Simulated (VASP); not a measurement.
# NiCl3 (Pm-3m) in VASP: further runs, part 2 of 2

VASP 6.6.1. Earlier steps stand in the parts before.

**4. Single point, PBEsol, collinear spin, ferromagnetic start (volume scaled by 0.980)**

Contents of INCAR:

```
SYSTEM = NiCl3
ALGO = Normal ; EDIFF = 1E-7
ENCUT = 520 ; GGA = PS
ISIF = 2 ; ISMEAR = 0
ISPIN = 2 ; LASPH = .TRUE.
LCHARG = .FALSE. ; LMAXMIX = 4
LORBIT = 11 ; LREAL = .FALSE.
LWAVE = .FALSE. ; MAGMOM = 0.08 0 0 0
NBANDS = 28 ; NELM = 150
PREC = Accurate ; SIGMA = 0.05
```

Contents of KPOINTS:

```
k-points
0
G
  6 6 6
  0 0 0
```

Contents of POSCAR:

```
NiCl3
1.0
    4.4891626581      0.0000000000      0.0000000000
    0.0000000000      4.4891626581      0.0000000000
    0.0000000000      0.0000000000      4.4891626581
Ni Cl
1 3
Direct
    0.0000000000      0.0000000000      0.0000000000
    0.5000000000      0.0000000000      0.0000000000
    0.0000000000      0.0000000000      0.5000000000
    0.0000000000      0.5000000000      0.0000000000
```

Potentials or basis: VASP PAW PBE potentials, release 64 (Ni, Cl).

Started as:

```sh
> cat potpaw_PBE.64/Ni/POTCAR potpaw_PBE.64/Cl/POTCAR > POTCAR
> mpirun -np 1 vasp_std > vasp.out
```

OUTCAR:

```text
SYSTEM = NiCl3
   EDIFF = 1E-7
   ENCUT = 520
   GGA = PS
   ISIF = 2
   ISMEAR = 0
   ISPIN = 2
   LASPH = .TRUE.
   LORBIT = 11
   LREAL = .FALSE.
   NELM = 150
   PREC = Accurate

 ion  position               nearest neighbor table
   1  0.000  0.000  0.000-   2 2.24   3 2.24   4 2.24   3 2.24   4 2.24   2 2.24
   2  0.500  0.000  0.000-   1 2.24   1 2.24
   3  0.000  0.000  0.500-   1 2.24   1 2.24
   4  0.000  0.500  0.000-   1 2.24   1 2.24

  LATTYP: Found a simple cubic cell.
 ALAT       =     4.4891626581

  Lattice vectors:

 A1 = (   4.4891626581,   0.0000000000,   0.0000000000)
 A2 = (   0.0000000000,   4.4891626581,   0.0000000000)
 A3 = (   0.0000000000,   0.0000000000,   4.4891626581)

Analysis of symmetry for initial positions (statically):
=====================================================================
[... 1398 lines left out ...]

------------------------ aborting loop because EDIFF is reached ----------------------------------------

  FORCE on cell =-STRESS in cart. coord.  units (eV):
  Direction    XX          YY          ZZ          XY          YZ          ZX
  --------------------------------------------------------------------------------------
  -------------------------------------------------------------------------------------
  Total        0.7132294      0.7132294      0.7132294     -0.0000000     -0.0000000     -0.0000000
  in kB       12.6311761     12.6311761     12.6311761     -0.0000000     -0.0000000     -0.0000000
  external PRESSURE =      12.6311761 kB  Pullay stress =       0.0000000 kB

 VOLUME and BASIS-vectors are now :
 -----------------------------------------------------------------------------
  energy-cutoff  :      520.00
  volume of cell :       90.47
      direct lattice vectors                 reciprocal lattice vectors
     4.489162658  0.000000000  0.000000000     0.222758692  0.000000000  0.000000000
     0.000000000  4.489162658  0.000000000     0.000000000  0.222758692  0.000000000
     0.000000000  0.000000000  4.489162658     0.000000000  0.000000000  0.222758692

 POSITION                                       TOTAL-FORCE (eV/Angst)
 -----------------------------------------------------------------------------------
      0.00000      0.00000      0.00000         0.000000      0.000000      0.000000
      2.24458      0.00000      0.00000         0.000000      0.000000      0.000000
      0.00000      0.00000      2.24458         0.000000      0.000000      0.000000
      0.00000      2.24458      0.00000         0.000000      0.000000      0.000000
 -----------------------------------------------------------------------------------
    total drift:                               -0.000000     -0.000000     -0.000000

  FREE ENERGIE OF THE ION-ELECTRON SYSTEM (eV)
  ---------------------------------------------------
  free  energy   TOTEN  =       -13.0240065277 eV

  energy  without entropy=      -13.0192107161  energy(sigma->0) =      -13.02160862

 total charge

# of ion       s       p       d       tot
------------------------------------------
    1        0.392   0.483   8.330   9.205
    2        1.600   3.434   0.000   5.034
    3        1.600   3.434   0.000   5.034
    4        1.600   3.434   0.000   5.034
--------------------------------------------------
tot          5.192  10.784   8.330  24.305

 magnetization (x)

# of ion       s       p       d       tot
------------------------------------------
    1        0.000   0.000   0.007   0.008
    2        0.000   0.001   0.000   0.001
    3        0.000   0.001   0.000   0.001
    4        0.000   0.001   0.000   0.001
--------------------------------------------------
tot          0.000   0.002   0.007   0.010
```

OSZICAR:

```text
N       E                     dE             d eps       ncg     rms          rms(c)
DAV:   1     0.247514753212E+03    0.24751E+03   -0.12789E+04  2240   0.102E+03
[... 13 lines left out ...]
DAV:  15    -0.130240639741E+02    0.19961E-04   -0.34821E-05  3300   0.594E-02    0.159E-01
DAV:  16    -0.130240369488E+02    0.27025E-04   -0.29120E-05  2552   0.251E-02    0.110E-01
DAV:  17    -0.130240192009E+02    0.17748E-04   -0.20968E-05  2860   0.369E-02    0.662E-02
DAV:  18    -0.130240087367E+02    0.10464E-04   -0.21662E-05  3024   0.467E-02    0.222E-02
DAV:  19    -0.130240068477E+02    0.18890E-05   -0.40863E-06  3392   0.242E-02    0.939E-03
DAV:  20    -0.130240064432E+02    0.40455E-06   -0.87934E-07  2936   0.671E-03    0.851E-03
DAV:  21    -0.130240065277E+02   -0.84570E-07   -0.67230E-08  1400   0.260E-03
   1 F= -.13024007E+02 E0= -.13021609E+02  d E =-.479581E-02  mag=     0.0082
```

stdout:

```text
POSCAR found type information on POSCAR NiCl
 POSCAR found :  2 types and       4 ions
 scaLAPACK will be used
 -----------------------------------------------------------------------------
|                                                                             |
|                                                                             |
|     You enforced a specific xc type in the INCAR file but a different       |
|     I HOPE YOU KNOW WHAT YOU ARE DOING!                                     |
|                                                                             |
 -----------------------------------------------------------------------------

 LDA part: xc-table for (Slater+PW92), standard interpolation
 POSCAR, INCAR and KPOINTS ok, starting setup
 FFT: planning ... GRIDC
 FFT: planning ... GRID_SOFT
 FFT: planning ... GRID
 WAVECAR not read
 entering main loop
```

It took 48 s on 1 thread of Intel Xeon 6975P-C (Granite Rapids), shared host; peak memory 0.27 GiB.

Results:

```yaml
Free_energy: -13.0240 eV
Pressure: 1.3 GPa
Net_moment: 0.01 μB per cell
Valence_electrons_inside_the_program's_atomic_spheres: Ni 9.21; Cl 5.03
```

Caveat: the cell differs from its parent crystal (volume scaled by 0.980); the PAW data sets were made with another functional, which shifts forces and pressure a little; semilocal functionals often make such compounds metallic where correlation or magnetic order opens a gap, which also shifts bond lengths.

**5. Single point, PBEsol, collinear spin, ferromagnetic start (volume scaled by 0.960)**

Contents of INCAR:

```
SYSTEM = NiCl3
PREC = Accurate
ENCUT = 520
EDIFF = 1E-7
ISMEAR = 0
SIGMA = 0.05
LREAL = .False.
LASPH = .True.
NELM = 150
ALGO = Normal
ISIF = 2
LWAVE = .False.
LCHARG = .True.
ISPIN = 2
MAGMOM = 0.07 0 0 0
LORBIT = 11
LMAXMIX = 4
GGA = PS
LELF = .True.
LVHAR = .True.
NBANDS = 28
```

Contents of KPOINTS:

```
Automatic mesh
0
Gamma
  6 6 6
  0 0 0
```

Contents of POSCAR:

```
NiCl3
1.0
    4.4584140037      0.0000000000      0.0000000000
    0.0000000000      4.4584140037      0.0000000000
    0.0000000000      0.0000000000      4.4584140037
Ni Cl
1 3
Direct
    0.0000000000      0.0000000000      0.0000000000
    0.5000000000      0.0000000000      0.0000000000
    0.0000000000      0.0000000000      0.5000000000
    0.0000000000      0.5000000000      0.0000000000
```

Potentials or basis: VASP PAW PBE potentials, release 64 (Ni, Cl).

Started as:

```sh
> cat potpaw_PBE.64/Ni/POTCAR potpaw_PBE.64/Cl/POTCAR > POTCAR
> mpirun -np 1 vasp_std > vasp.out
```

OUTCAR:

```text
SYSTEM = NiCl3
   PREC = Accurate
   ENCUT = 520
   EDIFF = 1E-7
   ISMEAR = 0
   LREAL = .False.
   LASPH = .True.
   NELM = 150
   ISIF = 2
   ISPIN = 2
   LORBIT = 11
   GGA = PS

 ion  position               nearest neighbor table
   1  0.000  0.000  0.000-   2 2.23   3 2.23   4 2.23   3 2.23   4 2.23   2 2.23
   2  0.500  0.000  0.000-   1 2.23   1 2.23
   3  0.000  0.000  0.500-   1 2.23   1 2.23
   4  0.000  0.500  0.000-   1 2.23   1 2.23

  LATTYP: Found a simple cubic cell.
 ALAT       =     4.4584140037

[... 1421 lines left out ...]
  energy-cutoff  :      520.00
  volume of cell :       88.62
      direct lattice vectors                 reciprocal lattice vectors
     4.458414004  0.000000000  0.000000000     0.224295007  0.000000000  0.000000000
     0.000000000  4.458414004  0.000000000     0.000000000  0.224295007  0.000000000
     0.000000000  0.000000000  4.458414004     0.000000000  0.000000000  0.224295007

 POSITION                                       TOTAL-FORCE (eV/Angst)
 -----------------------------------------------------------------------------------
      0.00000      0.00000      0.00000         0.000000      0.000000      0.000000
      2.22921      0.00000      0.00000         0.000000      0.000000      0.000000
      0.00000      0.00000      2.22921         0.000000      0.000000      0.000000
      0.00000      2.22921      0.00000         0.000000      0.000000      0.000000
 -----------------------------------------------------------------------------------
    total drift:                                0.000000     -0.000000     -0.000000

  FREE ENERGIE OF THE ION-ELECTRON SYSTEM (eV)
  ---------------------------------------------------
  free  energy   TOTEN  =       -13.0022932510 eV

  energy  without entropy=      -12.9976852812  energy(sigma->0) =      -12.99998927

 total charge

# of ion       s       p       d       tot
------------------------------------------
    1        0.401   0.503   8.345   9.249
    2        1.600   3.440   0.000   5.040
    3        1.600   3.440   0.000   5.040
    4        1.600   3.440   0.000   5.040
--------------------------------------------------
tot          5.202  10.823   8.345  24.370

 magnetization (x)

# of ion       s       p       d       tot
------------------------------------------
    1        0.000   0.000   0.003   0.003
    2        0.000   0.000   0.000   0.000
    3        0.000   0.000   0.000   0.000
    4        0.000   0.000   0.000   0.000
--------------------------------------------------
tot          0.000   0.001   0.003   0.004
```

OSZICAR:

```text
N       E                     dE             d eps       ncg     rms          rms(c)
DAV:   1     0.249558902133E+03    0.24956E+03   -0.12814E+04  2240   0.102E+03
DAV:   2     0.125948401259E+02   -0.23696E+03   -0.21199E+03  2432   0.256E+02
[... 13 lines left out ...]
DAV:  16    -0.130023244506E+02    0.27838E-04   -0.27050E-05  2628   0.256E-02    0.105E-01
DAV:  17    -0.130023077203E+02    0.16730E-04   -0.21301E-05  2768   0.300E-02    0.592E-02
DAV:  18    -0.130022952389E+02    0.12481E-04   -0.23625E-05  3196   0.639E-02    0.155E-02
DAV:  19    -0.130022937248E+02    0.15141E-05   -0.45007E-06  3488   0.247E-02    0.662E-03
DAV:  20    -0.130022932598E+02    0.46497E-06   -0.11180E-06  3272   0.790E-03    0.322E-03
DAV:  21    -0.130022932510E+02    0.88403E-08   -0.48244E-08  1372   0.217E-03
   1 F= -.13002293E+02 E0= -.12999989E+02  d E =-.460797E-02  mag=     0.0040
```

It took 58 s on 1 thread of Intel Xeon 6975P-C (Granite Rapids), shared host; peak memory 0.27 GiB.

Results:

* Free energy: -13.0023 eV
* Pressure: 2.5 GPa
* Net moment: 0.00 μB per cell
* Valence electrons inside the program's atomic spheres: Ni 9.25; Cl 5.04

Levels at points of the mesh, in eV from the Fermi level:
Spin up:
| k point | band 12 | band 13 | band 14 | band 15 | band 16 | band 17 | band 18 | band 19 |
| --- | --- | --- | --- | --- | --- | --- | --- | --- |
| (0.00, 0.00, 0.00) | -1.11 | -1.11 | -1.11 | -0.70 | -0.70 | -0.70 | 4.21 | 6.74 |
| (0.50, 0.00, 0.00) | -1.39 | -0.85 | -0.85 | -0.24 | -0.24 | -0.01 | 7.77 | 8.67 |
| (0.50, 0.50, 0.00) | -0.89 | -0.51 | -0.23 | -0.23 | 0.10 | 2.32 | 9.15 | 9.15 |
| (0.50, 0.50, 0.50) | -0.48 | 0.12 | 0.12 | 0.12 | 2.34 | 2.34 | 6.84 | 7.92 |
Spin down:
| k point | band 13 | band 14 | band 15 | band 16 | band 17 | band 18 |
| --- | --- | --- | --- | --- | --- | --- |
| (0.00, 0.00, 0.00) | -1.11 | -1.11 | -0.70 | -0.70 | -0.70 | 4.21 |
| (0.50, 0.00, 0.00) | -0.85 | -0.85 | -0.24 | -0.24 | -0.01 | 7.78 |
| (0.50, 0.50, 0.00) | -0.50 | -0.22 | -0.22 | 0.10 | 2.33 | 9.15 |
| (0.50, 0.50, 0.50) | 0.12 | 0.12 | 0.12 | 2.34 | 2.34 | 6.84 |

Caveat: the cell differs from its parent crystal (volume scaled by 0.960); the PAW data sets were made with another functional, which shifts forces and pressure a little; semilocal functionals often make such compounds metallic where correlation or magnetic order opens a gap, which also shifts bond lengths.

**6. Single point, PBEsol, collinear spin, ferromagnetic start**

This run uses another cell than the first one, of 22.94 Å³/atom, 0.819 times its volume.

Contents of INCAR:

```
SYSTEM = NiCl3
ALGO = Normal
EDIFF = 1E-6
ENCUT = 520
GGA = PS
ISIF = 2
ISMEAR = 0
ISPIN = 2
LASPH = .True.
LCHARG = .True.
LELF = .True.
LMAXMIX = 4
LORBIT = 11
LREAL = .False.
LVHAR = .True.
LWAVE = .False.
MAGMOM = 0.16 0 0 0
NBANDS = 28
NELM = 150
PREC = Accurate
SIGMA = 0.05
```

Contents of KPOINTS:

```
k-points
0
Gamma
  6 6 6
  0 0 0
```

Contents of POSCAR:

```
NiCl3
1.0
    4.5101677161      0.0000000000      0.0000000000
    0.0000000000      4.5101677161      0.0000000000
    0.0000000000      0.0000000000      4.5101677161
Ni Cl
1 3
Direct
    0.0000000000      0.0000000000      0.0000000000
    0.5000000000      0.0000000000      0.0000000000
    0.0000000000      0.0000000000      0.5000000000
    0.0000000000      0.5000000000      0.0000000000
```

Potentials or basis: VASP PAW PBE potentials, release 64 (Ni, Cl).

Started as:

```sh
> cat potpaw_PBE.64/Ni/POTCAR potpaw_PBE.64/Cl/POTCAR > POTCAR
> mpirun -np 1 vasp_std > vasp.out
```

OUTCAR:

```text
SYSTEM = NiCl3
   EDIFF = 1E-6
   ENCUT = 520
   GGA = PS
   ISIF = 2
   ISMEAR = 0
   ISPIN = 2
   LASPH = .True.
   LORBIT = 11
   LREAL = .False.
   NELM = 150
   PREC = Accurate

 ion  position               nearest neighbor table
   1  0.000  0.000  0.000-   2 2.26   3 2.26   4 2.26   3 2.26   4 2.26   2 2.26
   2  0.500  0.000  0.000-   1 2.26   1 2.26
   3  0.000  0.000  0.500-   1 2.26   1 2.26
   4  0.000  0.500  0.000-   1 2.26   1 2.26

  LATTYP: Found a simple cubic cell.
 ALAT       =     4.5101677161

  Lattice vectors:

 A1 = (   4.5101677161,   0.0000000000,   0.0000000000)
 A2 = (   0.0000000000,   4.5101677161,   0.0000000000)
 A3 = (   0.0000000000,   0.0000000000,   4.5101677161)

Analysis of symmetry for initial positions (statically):
=====================================================================
 Subroutine PRICEL returns:
 Original cell was already a primitive cell.

 Routine SETGRP: Setting up the symmetry group for a
 simple cubic supercell.

 Subroutine GETGRP returns: Found 48 space group operations
 (whereof 48 operations were pure point group operations)
 out of a pool of 48 trial point group operations.

The static configuration has the point symmetry O_h .

Analysis of symmetry for dynamics (positions and initial velocities):
=====================================================================
 Subroutine PRICEL returns:
 Original cell was already a primitive cell.

 Routine SETGRP: Setting up the symmetry group for a
 simple cubic supercell.

 Subroutine GETGRP returns: Found 48 space group operations
 (whereof 48 operations were pure point group operations)
 out of a pool of 48 trial point group operations.

The dynamic configuration has the point symmetry O_h .

Analysis of structural, dynamic, and magnetic symmetry:
[... 158 lines left out ...]

  energy without entropy =      -13.02540574  energy(sigma->0) =      -13.02785231

 E-fermi :   0.8051     XC(G=0):  -8.6919

 val. band max:        0.8017684653   @ k =   0.5000   0.5000   0.1667
 cond. band min:       0.8172157359   @ k =   0.5000   0.5000   0.1667
 fundamental gap:      0.0154472706
 Fermi energy:         0.8051094725

 spin component 1

 k-point     1 :       0.0000    0.0000    0.0000
  band No.  band energies     occupation
      1     -14.4695      1.00000
      2     -12.8556      1.00000
      3     -12.8556      1.00000
      4      -3.6108      1.00000
      5      -3.6108      1.00000
      6      -3.6108      1.00000
[... 589 lines left out ...]
     26      13.9122      0.00000
     27      13.9122      0.00000
 Fermi energy:         0.8051094725

 spin component 2

 k-point     1 :       0.0000    0.0000    0.0000
  band No.  band energies     occupation
      1     -14.4709      1.00000
      2     -12.8573      1.00000
      3     -12.8573      1.00000
      4      -3.6124      1.00000
      5      -3.6124      1.00000
      6      -3.6124      1.00000
[... 589 lines left out ...]
     26      13.9107      0.00000
     27      13.9107      0.00000
 [bands above 27 left out]

------------------------ aborting loop because EDIFF is reached ----------------------------------------

  FORCE on cell =-STRESS in cart. coord.  units (eV):
  Direction    XX          YY          ZZ          XY          YZ          ZX
  --------------------------------------------------------------------------------------
  -------------------------------------------------------------------------------------
  Total        0.0583504      0.0583504      0.0583504      0.0000000     -0.0000000      0.0000000
  in kB        1.0190057      1.0190057      1.0190057      0.0000000     -0.0000000      0.0000000
  external PRESSURE =       1.0190057 kB  Pullay stress =       0.0000000 kB

 VOLUME and BASIS-vectors are now :
 -----------------------------------------------------------------------------
  energy-cutoff  :      520.00
  volume of cell :       91.74
      direct lattice vectors                 reciprocal lattice vectors
     4.510167716  0.000000000  0.000000000     0.221721245  0.000000000  0.000000000
     0.000000000  4.510167716  0.000000000     0.000000000  0.221721245  0.000000000
     0.000000000  0.000000000  4.510167716     0.000000000  0.000000000  0.221721245

 POSITION                                       TOTAL-FORCE (eV/Angst)
 -----------------------------------------------------------------------------------
      0.00000      0.00000      0.00000         0.000000      0.000000      0.000000
      2.25508      0.00000      0.00000         0.000000      0.000000      0.000000
      0.00000      0.00000      2.25508         0.000000      0.000000      0.000000
      0.00000      2.25508      0.00000         0.000000      0.000000      0.000000
 -----------------------------------------------------------------------------------
    total drift:                                0.000000     -0.000000     -0.000000

  FREE ENERGIE OF THE ION-ELECTRON SYSTEM (eV)
  ---------------------------------------------------
  free  energy   TOTEN  =       -13.0302988753 eV

  energy  without entropy=      -13.0254057384  energy(sigma->0) =      -13.02785231

 total charge

# of ion       s       p       d       tot
------------------------------------------
    1        0.386   0.469   8.318   9.173
    2        1.600   3.430   0.000   5.030
    3        1.600   3.430   0.000   5.030
    4        1.600   3.430   0.000   5.030
--------------------------------------------------
tot          5.185  10.760   8.318  24.262

 magnetization (x)

# of ion       s       p       d       tot
------------------------------------------
    1       -0.000  -0.001  -0.013  -0.014
    2       -0.000  -0.001   0.000  -0.001
    3       -0.000  -0.001   0.000  -0.001
    4       -0.000  -0.001   0.000  -0.001
--------------------------------------------------
tot         -0.001  -0.004  -0.013  -0.017
```

It took 53 s on 1 thread of Intel Xeon 6975P-C (Granite Rapids), shared host; peak memory 0.27 GiB.

What came out:

```
Free energy                                           : -13.0303 eV
Pressure                                              : 0.1 GPa
Net moment                                            : -0.02 μB per cell
Valence electrons inside the program's atomic spheres : Ni 9.17; Cl 5.03
```

Caveat: the PAW data sets were made with another functional, which shifts forces and pressure a little; semilocal functionals often make such compounds metallic where correlation or magnetic order opens a gap, which also shifts bond lengths. With open d or f shells a metallic result of PBEsol can be an artefact of self-interaction; +U or a hybrid may open a gap.

**7. The runs side by side**

```tsv
cell	gap on the mesh (eV)	pressure (GPa)	moment (μB)
a = 4.820 Å, 4 atoms	none	-6.5	1.08
a = 4.519 Å, 4 atoms	none	0.2	0.02
a = 4.489 Å, 4 atoms	none	1.3	0.01
a = 4.458 Å, 4 atoms	none	2.5	0.00
a = 4.510 Å, 4 atoms	none	0.1	0.02
```

Alike in all rows: task single point; level PBEsol; potentials or basis VASP PAW PBE potentials, release 64 (Ni, Cl); spin collinear, ferromagnetic start; k mesh 6 × 6 × 6; cutoff (eV) 520; smearing gaussian 0.05 eV.

Caveats: the PAW data sets were made with another functional, which shifts forces and pressure a little; semilocal functionals often make such compounds metallic where correlation or magnetic order opens a gap, which also shifts bond lengths; a cell with one magnetic atom can't hold antiferromagnetic order, which such compounds often take (some runs).

Total energies depend on the potentials used, so only differences within one code and one set of settings carry meaning.
